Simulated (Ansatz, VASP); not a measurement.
HfC: VASP beside Ansatz

POSCAR

```
HfC
1.0
    0.0000000000      2.3093955030      2.3093955030
    2.3093955030      0.0000000000      2.3093955030
    2.3093955030      2.3093955030      0.0000000000
Hf C
1 1
Direct
    0.5000000000      0.5000000000      0.5000000000
    0.0000000000      0.0000000000      0.0000000000
```

Contents of INCAR.step1:

```
PREC = Accurate ; ENCUT = 520
EDIFF = 1E-5 ; ISMEAR = -1
SIGMA = 0.05 ; LREAL = F
LASPH = T ; NELM = 80
ALGO = Normal ; ISIF = 2
LWAVE = T ; NBANDS = 14
GGA = PE
```

The input INCAR.step2:

```
PREC = Accurate ; ENCUT = 520
EDIFF = 1E-6 ; ISMEAR = -1
SIGMA = 0.05 ; LREAL = F
LASPH = T ; NELM = 80
ALGO = Normal ; ISIF = 2
LWAVE = F ; LCHARG = T
GGA = PE ; LHFCALC = T
AEXX = 0.25 ; PRECFOCK = Normal
LELF = T ; LVHAR = T
NBANDS = 14 ; ISTART = 1
```

File KPOINTS:

```
Automatic mesh
0
Gamma
  6 6 6
```

File input:

```
crystal:
  lattice:
    - [0.0, 2.309395503, 2.309395503]
    - [2.309395503, 0.0, 2.309395503]
    - [2.309395503, 2.309395503, 0.0]
  atoms:
    - { symbol: Hf, position: [0.5, 0.5, 0.5] }
    - { symbol: C, position: [0.0, 0.0, 0.0] }
hamiltonian:
  xc: pbe0
  pseudopotentials: { kind: paw }
kpoints:
  mp_grid: { grid: [6, 6, 6] }
scf:
  occupations: { method: fermi_dirac, width: 0.05 }
output:
  forces: true
  stress: true
  eigenvalues: true
  write_density: true
  write_potential: true
  elf: true
  volumetric_format: npy
```

Alike in both runs: task single point; functional PBE0; k mesh 6 × 6 × 6; occupations fermi-dirac, width 0.05 eV; no spin polarisation.

|  | VASP | Ansatz |
| --- | --- | --- |
| version | VASP 6.6.1 | Ansatz 0.2.0 |
| potentials or method | VASP PAW PBE potentials, release 64 (Hf_pv, C) | Ansatz PAW |
| plane-wave cutoff (eV) | 520 | 420 |
| valence electrons in the cell | 14 | 30 |

```tsv
	VASP	Ansatz	Ansatz less VASP
gap on the k mesh at the Fermi level (eV)	none	none	-
pressure (GPa)	0.4	3.5	+3.08
```

A gap of «none» marks a metal or a gap that the smearing closes. The functional is the same, so the differences come from potentials, cutoffs and numerics. VASP's potentials hold 14 valence electrons a cell and Ansatz's 30, so a difference there can come from the potentials and not from the codes.

The k mesh is coarse, so the values compare programs but aren't converged. Neither program's run includes spin-orbit coupling.
